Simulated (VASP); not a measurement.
Runs of VASP 6.6.1 on InSb. The structure is that of space group I-4m2 (No. 119), or close to it. The cells are those of the table. 

```tsv
cell	pressure (GPa)
a = 4.583, b = 4.583, c = 4.718 Å, angles 59.0, 59.0, 62.0°, 2 atoms	1.7
a = 4.616, b = 4.616, c = 4.718 Å, angles 59.3, 59.3, 61.5°, 2 atoms	(a)
a = 4.581, b = 4.581, c = 4.649 Å, angles 59.5, 59.5, 61.0°, 2 atoms	2.4
a = 4.650, b = 4.650, c = 4.718 Å, angles 59.5, 59.5, 61.0°, 2 atoms	0.4
```

Alike in all rows: task single point; level PBE; potentials or basis VASP PAW PBE potentials, release 64 (In_d, Sb); no spin polarisation; k mesh 12 × 12 × 12; cutoff (eV) 520; smearing gaussian 0.15 eV.

Estimate the missing entries.

(a) 1.0.
